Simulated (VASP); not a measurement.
WS:

```
W S
1.0
     3.00789    0.00000    0.00000
     0.00000    3.00789    0.00000
     0.00000    0.00000    3.00789
W S
1 1
Cartesian
  1.5039 1.5039 1.5039
  0.0000 0.0000 0.0000
```

| Property | Result |
| --- | --- |
| Program | VASP 6.6.1 |
| Task | relaxation of cell and atoms |
| Functional | revPBE |
| Dispersion | D3(BJ) |
| Potentials or basis | VASP PAW PBE potentials, release 64 (W_sv, S) |
| Cutoff | 600 eV |
| k mesh | 9 × 9 × 9 |
| Occupations | fermi-dirac, width 0.05 eV |
| Spin | no spin polarisation |

At the start: pressure -11.6 GPa; volume 13.61 Å³/atom.

Q: How do energy, volume and symmetry change on relaxing?

A: Over 4 steps the energy falls by 23.9 meV/atom and the volume is 12.98 Å³/atom (-4.6 %); space group Pm-3m (No. 221, to 0.05 Å).

The path:
| step | energy change (eV) | largest force (eV/Å) | pressure (GPa) | volume (Å³) |
| --- | --- | --- | --- | --- |
| 1 | 0.0000 | 0.0000 | -11.59 | 27.21 |
| 2 | 0.1872 | 0.0000 | 33.93 | 23.52 |
| 3 | -0.0478 | 0.0000 | -0.42 | 25.99 |
| 4 | -0.0478 | 0.0000 | -0.06 | 25.96 |

Final structure:
```xyz
2
Lattice="2.9609 0.0000 0.0000 0.0000 2.9609 0.0000 0.0000 0.0000 2.9609" Properties=species:S:1:pos:R:3 pbc="T T T"
W     1.4805    1.4805    1.4805
S     0.0000    0.0000    0.0000
```

Caveat: the PAW data sets were made with another functional, which shifts forces and pressure a little; pairwise dispersion overbinds metals, which lowers pressure and volume.
